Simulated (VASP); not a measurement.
# Ge (Imma) in VASP: single point with PBEsol

Aim: the single point of Ge with PBEsol.

Program: VASP 6.6.1. These are calculated values, not measurements. Logs are shortened: lines on timing, memory, paths and dates and some standing lists are left out, and cuts for length are marked.

### Step 1. The cell of the first run

The typed cell holds 2 atoms: a = 4.026 Å, b = 4.026 Å, c = 4.026 Å, α = 95.53°, β = 95.59°, γ = 143.73°.

### Step 2. Single point, PBEsol

Input file INCAR:

```
SYSTEM = Ge
PREC     = Accurate       ! precision mode
ENCUT    = 520            ! plane-wave cutoff, eV
EDIFF    = 1E-7           ! SCF threshold, eV
ISMEAR   = 0              ! smearing method
SIGMA    = 0.15           ! smearing width, eV
LREAL    = .False.        ! projectors in reciprocal space
LASPH    = .True.         ! aspherical terms in the spheres
NELM     = 100            ! most SCF steps
ALGO     = Fast           ! electronic algorithm
ISIF     = 2              ! what is computed and relaxed
LWAVE    = .False.        ! write WAVECAR
LCHARG   = .False.        ! write CHGCAR
GGA      = PS             ! functional
NBANDS   = 21             ! bands
```

Input file KPOINTS:

```
regular mesh
0
Gamma
  26 26 26
  0 0 0
```

Input file POSCAR:

```
Ge
1.0
   -2.7064809576      2.7047377000      1.2533717875
    2.7064809576     -2.7047377000      1.2533717875
    2.7064809576      2.7047377000     -1.2533717875
Ge
2
Direct
    0.1246462076      0.8746462076      0.2500000000
    0.8753537924      0.1253537924      0.7500000000
```

Potentials or basis: VASP PAW PBE potentials, release 64 (Ge_d).

The run is started by

```sh
$ cat potpaw_PBE.64/Ge_d/POTCAR > POTCAR
$ mpirun -np 1 vasp_std > vasp.out
```

OUTCAR:

```text
SYSTEM = Ge
   PREC = Accurate
   ENCUT = 520
   EDIFF = 1E-7
   ISMEAR = 0
   LREAL = .False.
   LASPH = .True.
   NELM = 100
   ISIF = 2
   GGA = PS

 ion  position               nearest neighbor table
   1  0.125  0.875  0.250-   2 2.78   2 2.78   2 2.78   2 2.78
   2  0.875  0.125  0.750-   1 2.78   1 2.78   1 2.78   1 2.78

  LATTYP: Found a body centered orthorhombic cell.
 ALAT       =     2.5067435750
 B/A-ratio  =     2.1579691892
 C/A-ratio  =     2.1593600435

  Lattice vectors:

 A1 = (  -2.7064809576,   2.7047377000,  -1.2533717875)
 A2 = (  -2.7064809576,  -2.7047377000,   1.2533717875)
 A3 = (   2.7064809576,   2.7047377000,   1.2533717875)

Analysis of symmetry for initial positions (statically):
=====================================================================
 Subroutine PRICEL returns:
 Original cell was already a primitive cell.

 Routine SETGRP: Setting up the symmetry group for a
 body centered orthorhombic supercell.

 Subroutine GETGRP returns: Found  8 space group operations
 (whereof  4 operations were pure point group operations)
 out of a pool of  8 trial point group operations.

The static configuration has the point symmetry C_2h.
 The point group associated with its full space group is D_2h.

Analysis of symmetry for dynamics (positions and initial velocities):
=====================================================================
 Subroutine PRICEL returns:
 Original cell was already a primitive cell.

 Routine SETGRP: Setting up the symmetry group for a
 body centered orthorhombic supercell.

 Subroutine GETGRP returns: Found  8 space group operations
 (whereof  4 operations were pure point group operations)
 out of a pool of  8 trial point group operations.

The dynamic configuration has the point symmetry C_2h.
 The point group associated with its full space group is D_2h.

 Subroutine INISYM returns: Found  8 space group operations
 (whereof  4 operations are pure point group operations),
 and found     1 'primitive' translations

----------------------------------------------------------------------------------------

                                     Primitive cell

  volume of cell :      36.7003

  direct lattice vectors                    reciprocal lattice vectors
    -2.706480958  2.704737700  1.253371787     0.000000000  0.184860809  0.398923931
     2.706480958 -2.704737700  1.253371787     0.184741739  0.000000000  0.398923931
     2.706480958  2.704737700 -1.253371787     0.184741739  0.184860809  0.000000000

  length of vectors
     4.026361389  4.026361389  4.026361389     0.439674677  0.439624627  0.261348482

  position of ions in fractional coordinates (direct lattice)
     0.124646208  0.874646208  0.250000000
     0.875353792  0.125353792  0.750000000

  ion indices of the primitive-cell ions
   primitive index   ion index
                 1           1
                 2           2

----------------------------------------------------------------------------------------

 KPOINTS: regular mesh

Automatic generation of k-mesh.
 Grid dimensions read from file:
 generate k-points for:   26   26   26

 Generating k-lattice:

  Cartesian coordinates                     Fractional coordinates (reciprocal lattice)
     0.000000000  0.007110031  0.015343228     0.038461538  0.000000000  0.000000000
     0.007105452  0.000000000  0.015343228     0.000000000  0.038461538  0.000000000
     0.007105452  0.007110031  0.000000000     0.000000000  0.000000000  0.038461538

  Length of vectors
     0.016910564  0.016908640  0.010051865

  Shift w.r.t. Gamma in fractional coordinates (k-lattice)
     0.000000000  0.000000000  0.000000000

 Subroutine IBZKPT returns following result:
 ===========================================

 Found   2471 irreducible k-points:

 Following reciprocal coordinates:
            Coordinates               Weight
  0.000000  0.000000  0.000000      1.000000
  0.038462  0.000000 -0.000000      4.000000
  0.076923  0.000000 -0.000000      4.000000
  0.115385  0.000000  0.000000      4.000000
  0.153846  0.000000  0.000000      4.000000
  0.192308  0.000000  0.000000      4.000000
[... 16 lines left out ...]
  0.307692  0.038462  0.000000      8.000000
  0.346154  0.038462  0.000000      8.000000
 [... further k-points ...]
   k-points           NKPTS =   2471   k-points in BZ     NKDIM =   2471   number of bands    NBANDS=     21
   number of dos      NEDOS =    301   number of ions     NIONS =      2
   total plane-waves  NPLWV =  27000
   dimension x,y,z NGX =    30 NGY =   30 NGZ =   30
   dimension x,y,z NGXF=    60 NGYF=   60 NGZF=   60
   ions per type =               2
   NGX,Y,Z   is equivalent  to a cutoff of  12.39, 12.39, 12.39 a.u.
   NGXF,Y,Z  is equivalent  to a cutoff of  24.77, 24.77, 24.77 a.u.
 SYSTEM =  Ge
   PREC   = accura    normal or accurate (medium, high low for compatibility)
   ISTART =      0    job   : 0-new  1-cont  2-samecut
   ICHARG =      2    charge: 1-file 2-atom 10-const
   ISPIN  =      1    spin polarized calculation?
   LNONCOLLINEAR =      F non collinear calculations
   LSORBIT =      F    spin-orbit coupling
   LASPH  =      T    aspherical Exc in radial PAW
   ENCUT  =  520.0 eV  38.22 Ry    6.18 a.u.   7.49  7.49  7.49*2*pi/ulx,y,z
   NELM   =    100;   NELMIN=  2; NELMDL= -5     # of ELM steps
   EDIFF  = 0.1E-06   stopping-criterion for ELM
   LREAL  =      F    real-space projection
   EDIFFG = 0.1E-05   stopping-criterion for IOM
   NSW    =      0    number of steps for IOM
   IBRION =     -1    ionic relax: 0-MD 1-quasi-New 2-CG
   NFREE  =      0    steps in history (QN), initial steepest desc. (CG)
   ISIF   =      2    stress and relaxation
   ISYM   =      2    0-nonsym 1-usesym 2-fastsym
   POTIM  = 0.5000    time-step for ionic-motion
   TEBEG  =    0.0;   TEEND  =   0.0 temperature during run
   PSTRESS=    0.0 pullay stress
   NELECT =      28.0000    total number of electrons
   NUPDOWN=      -1.0000    fix difference up-down
   EMIN   =  10.00;   EMAX   =-10.00  energy-range for DOS
   EFERMI =   0.00;   METHOD = LEGACY
   ISMEAR =     0;   SIGMA  =   0.15  broadening in eV -4-tet -1-fermi 0-gaus
   EFERMI_NEDOS =   21; number of points for ismear=-14 and -15
   IALGO  =     68    algorithm
   IMIX   =      4    mixing-type and parameters
     AMIX     =   0.40;   BMIX     =  1.00
     AMIX_MAG =   1.60;   BMIX_MAG =  1.00
  volume/ion in A,a.u.               =      18.35       123.83
  Fermi-wavevector in a.u.,A,eV,Ry     =   1.495906  2.826852 30.446210  2.237733
  Thomas-Fermi vector in A             =   2.607990
   LORBIT       =      0    0 simple, 1 ext, 2 COOP (PROOUT), +10 PAW based schemes
   GGA     = PS    functional components
   LHFCALC =     F    Hartree Fock is set to
   AEXX    =    0.0000 exact exchange contribution
   IVDW    =     0    specifies the selected vdW correction
   LEPSILON=     F    determine dielectric tensor
   LRPA    =     F    only Hartree local field effects (RPA)
 non-spin polarized calculation
 RMM-DIIS sequential band-by-band and
 Gauss-broadening in eV      SIGMA  =   0.15
  energy-cutoff  :      520.00
  volume of cell :       36.70
 maximum number of plane-waves:      1005
 NGX is ok and might be reduce to    30
   NGX = 15   NGY = 15   NGZ = 15

 number of electron      27.9999986 magnetization

 Free energy of the ion-electron system (eV)
  ---------------------------------------------------
  ext. energy  EPLUGINS =         0.00000000
  ---------------------------------------------------
  free energy    TOTEN  =        -9.31707123 eV

  energy without entropy =       -9.30731194  energy(sigma->0) =       -9.31219158

 E-fermi :   6.7408     XC(G=0): -11.4952

 val. band max:        6.7374877962   @ k =   0.1538   0.1154   0.1154
 cond. band min:       6.7425864518   @ k =  -0.4231   0.4615   0.0000
 fundamental gap:      0.0050986556
 Fermi energy:         6.7407852500

 k-point     1 :       0.0000    0.0000    0.0000
  band No.  band energies     occupation
      1     -18.0328      2.00000
      2     -18.0101      2.00000
      3     -17.9270      2.00000
      4     -17.8638      2.00000
      5     -17.7315      2.00000
      6     -17.7150      2.00000
[... 13 lines left out ...]
     20      18.7471      0.00000
     21      18.8663      0.00000

 k-point     2 :       0.0385    0.0000   -0.0000
  band No.  band energies     occupation
      1     -18.0272      2.00000
      2     -18.0044      2.00000
      3     -17.9258      2.00000
      4     -17.8630      2.00000
      5     -17.7316      2.00000
      6     -17.7192      2.00000
[... 13 lines left out ...]
     20      18.3362      0.00000
     21      18.4971      0.00000

 k-point     3 :       0.0769    0.0000   -0.0000
  band No.  band energies     occupation
      1     -18.0110      2.00000
      2     -17.9880      2.00000
      3     -17.9220      2.00000
      4     -17.8605      2.00000
      5     -17.7322      2.00000
      6     -17.7283      2.00000
[... 13 lines left out ...]
     20      17.2893      0.00000
     21      18.4001      0.00000

 k-point     4 :       0.1154    0.0000    0.0000
  band No.  band energies     occupation
      1     -17.9850      2.00000
      2     -17.9624      2.00000
      3     -17.9152      2.00000
      4     -17.8564      2.00000
      5     -17.7417      2.00000
      6     -17.7407      2.00000
[... 13 lines left out ...]
     20      17.1275      0.00000
     21      18.7896      0.00000

 k-point     5 :       0.1538    0.0000    0.0000
  band No.  band energies     occupation
      1     -17.9510      2.00000
      2     -17.9328      2.00000
      3     -17.9024      2.00000
      4     -17.8511      2.00000
      5     -17.7583      2.00000
      6     -17.7556      2.00000
[... 13 lines left out ...]
     20      17.3994      0.00000
     21      19.1499      0.00000
[... 382 lines left out ...]
     20      16.0475      0.00000
     21      16.3651      0.00000

 k-point    22 :       0.2692    0.0385    0.0000
  band No.  band energies     occupation
      1     -17.8917      2.00000
      2     -17.8436      2.00000
      3     -17.8325      2.00000
      4     -17.8196      2.00000
      5     -17.8165      2.00000
      6     -17.7980      2.00000
[... 13 lines left out ...]
     20      15.3570      0.00000
     21      16.3490      0.00000

 k-point    23 :       0.3077    0.0385    0.0000
  band No.  band energies     occupation
      1     -17.8912      2.00000
      2     -17.8600      2.00000
      3     -17.8390      2.00000
      4     -17.8294      2.00000
      5     -17.8140      2.00000
      6     -17.8122      2.00000
[... 13 lines left out ...]
     20      14.8001      0.00000
     21      16.7348      0.00000

 k-point    24 :       0.3462    0.0385    0.0000
  band No.  band energies     occupation
      1     -17.8945      2.00000
      2     -17.8747      2.00000
      3     -17.8524      2.00000
      4     -17.8306      2.00000
      5     -17.8243      2.00000
      6     -17.8076      2.00000
[... 13 lines left out ...]
     20      15.2890      0.00000
     21      17.3192      0.00000

 [... further k-points ...]

------------------------ aborting loop because EDIFF is reached ----------------------------------------

  FORCE on cell =-STRESS in cart. coord.  units (eV):
  Direction    XX          YY          ZZ          XY          YZ          ZX
  --------------------------------------------------------------------------------------
  -------------------------------------------------------------------------------------
  Total       -0.7919312     -0.7733916      3.7103592      0.0000000      0.0000000      0.0000000
  in kB      -34.5722779    -33.7629212    161.9781757      0.0000000      0.0000000      0.0000000
  external PRESSURE =      31.2143255 kB  Pullay stress =       0.0000000 kB

 VOLUME and BASIS-vectors are now :
 -----------------------------------------------------------------------------
  energy-cutoff  :      520.00
  volume of cell :       36.70
      direct lattice vectors                 reciprocal lattice vectors
    -2.706480958  2.704737700  1.253371787     0.000000000  0.184860809  0.398923931
     2.706480958 -2.704737700  1.253371787     0.184741739  0.000000000  0.398923931
     2.706480958  2.704737700 -1.253371787     0.184741739  0.184860809  0.000000000

 POSITION                                       TOTAL-FORCE (eV/Angst)
 -----------------------------------------------------------------------------------
      2.70648     -1.35237      0.93914         0.000000      0.000000      0.000392
      0.00000      4.05711      0.31423        -0.000000     -0.000000     -0.000392
 -----------------------------------------------------------------------------------
    total drift:                               -0.000000     -0.000000      0.000000

  FREE ENERGIE OF THE ION-ELECTRON SYSTEM (eV)
  ---------------------------------------------------
  free  energy   TOTEN  =        -9.3170712336 eV

  energy  without entropy=       -9.3073119354  energy(sigma->0) =       -9.31219158
```

Wall time 46 min (1 thread of Oxide Virtual Turin-like, shared host); peak memory 1.4 GiB.

Results:

* Free energy: -9.3171 eV
* Pressure: 3.1 GPa
* Band gap on the k mesh: zero (bands 14 and 15 overlap by 4.17 eV)

Stress tensor (GPa, compression positive):
```
-3.46  0.00  0.00
 0.00 -3.38  0.00
 0.00  0.00 16.20
```

Caveat: the stress differs along the axes, from -3 to 16 GPa; the PAW data sets were made with another functional, which shifts forces and pressure a little.
